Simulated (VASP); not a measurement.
InAs:

```
In As
1.0
     0.00000    3.01800    3.01800
     3.01800    0.00000    3.01800
     3.01800    3.01800    0.00000
In As
1 1
Cartesian
  0.0000 0.0000 0.0000
  4.5270 4.5270 4.5270
```

| Item | Value |
| --- | --- |
| Program | VASP 6.6.1 |
| Task | relaxation of cell and atoms |
| Functional | PBE |
| Potentials or basis | VASP PAW PBE potentials, release 64 (In_d, As) |
| Cutoff | 600 eV |
| k mesh | 6 × 6 × 6 |
| Occupations | fermi-dirac, width 0.05 eV |
| Spin | non-collinear spin, zero start, spin-orbit coupling |
| Starting moments | [[0.0, 0.0, 0.0], [0.0, 0.0, 0.0]] μB |

At the start: pressure 4.4 GPa; volume 27.49 Å³/atom.

How do energy, volume and symmetry change on relaxing?

Over 3 steps the energy falls by 27.7 meV/atom and the volume is 29.65 Å³/atom (+7.8 %); space group F-43m (No. 216, to 0.1 Å) before and after; moment 0.00 μB per cell.

The path:
| step | energy change (eV) | largest force (eV/Å) | pressure (GPa) | volume (Å³) |
| --- | --- | --- | --- | --- |
| 1 | 0.0000 | 0.0000 | 4.41 | 54.98 |
| 2 | -0.0466 | 0.0000 | -1.46 | 61.22 |
| 3 | -0.0554 | 0.0000 | 0.01 | 59.29 |

Final structure:
```cif
data_structure
_symmetry_space_group_name_H-M 'P 1'
_symmetry_Int_Tables_number 1
_cell_length_a 4.3770
_cell_length_b 4.3770
_cell_length_c 4.3770
_cell_angle_alpha 60.000
_cell_angle_beta 60.000
_cell_angle_gamma 60.000
_cell_volume 59.29
loop_
_atom_site_label
_atom_site_type_symbol
_atom_site_fract_x
_atom_site_fract_y
_atom_site_fract_z
_atom_site_occupancy
In1 In 0.00000 0.00000 0.00000 1
As1 As 0.75000 0.75000 0.75000 1
```
